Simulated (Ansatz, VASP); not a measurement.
## One calculation of Te2Mo, two programs

Contents of INCAR:

```
SYSTEM = Te2Mo
PREC = Accurate ; ENCUT = 520
EDIFF = 1E-6 ; ISMEAR = 0
SIGMA = 0.05 ; LREAL = .False.
LASPH = .True. ; NELM = 80
ALGO = Normal ; ISIF = 2
LWAVE = .False. ; LCHARG = .True.
LDIPOL = .True. ; IDIPOL = 3
DIPOL = 0.5 0.5 0.398 ; GGA = PE
IVDW = 12 ; LELF = .True.
LVHAR = .True. ; LVACPOTAV = .True.
NBANDS = 35
```

The input KPOINTS:

```
Automatic mesh
0
Gamma
  9 9 1
  0 0 0
```

POSCAR

```
Te2Mo
1.0
    3.5038815467      0.0000000000      0.0000000000
   -1.7519407734      3.0344504312      0.0000000000
    0.0000000000      0.0000000000     24.7677198428
Te Mo
4 2
Direct
    0.3333333333      0.6666666667      0.1816881016
    0.3333333333      0.6666666667      0.3284056818
    0.5000000000      1.0000000000      0.4668923904
    0.5000000000      1.0000000000      0.6136099705
    0.6666666667      0.3333333333      0.2550468917
    0.8333333333      0.6666666667      0.5402511804
```

Input for Ansatz:

```yaml
crystal:
  lattice:
    - [3.5038815467, 0.0, 0.0]
    - [-1.7519407734, 3.0344504312, 0.0]
    - [0.0, 0.0, 24.7677198428]
  atoms:
    - { symbol: Te, position: [0.3333333333, 0.6666666667, 0.1816881016] }
    - { symbol: Mo, position: [0.6666666667, 0.3333333333, 0.2550468917] }
    - { symbol: Te, position: [0.3333333333, 0.6666666667, 0.3284056818] }
    - { symbol: Te, position: [0.5, 1.0, 0.4668923904] }
    - { symbol: Mo, position: [0.8333333333, 0.6666666667, 0.5402511804] }
    - { symbol: Te, position: [0.5, 1.0, 0.6136099705] }
basis:
  ecutwfc: 420
kpoints:
  mp_grid: { grid: [9, 9, 1] }
hamiltonian:
  xc: pbe
  pseudopotentials: { kind: paw, azcp: { folder: soft_1 } }
  dispersion: d3bj
scf:
  occupations: { method: gaussian, width: 0.05 }
output:
  forces: true
  eigenvalues: true
efield:
  axis: 3
  dipole_correction: true
  ramp_width: 0.04
```

Alike in both runs: task single point; functional PBE; dispersion D3(BJ); k mesh 9 × 9 × 1; occupations gaussian, width 0.05 eV; no spin polarisation.

|  | VASP | Ansatz |
| --- | --- | --- |
| version | VASP 6.6.1 | Ansatz 0.2.0 |
| potentials or method | VASP PAW PBE potentials, release 64 (Te, Mo_sv), cutoff 520 eV | scalar-relativistic, plane waves, PAW |
| valence electrons in the cell | 52 | 92 |

VASP gave:

* gap on the k mesh at the Fermi level (eV): 1.06
* least direct gap on the mesh (eV): 1.14
* rms of the force components (eV/Å): 0.081

Question: Which values does Ansatz return?

Answer: gap on the k mesh at the Fermi level (eV): 1.05; least direct gap on the mesh (eV): 1.14; rms of the force components (eV/Å): 0.084.

VASP's potentials hold 52 valence electrons a cell and Ansatz's 92, so a difference there can come from the potentials and not from the codes.

Spin-orbit coupling is off throughout.
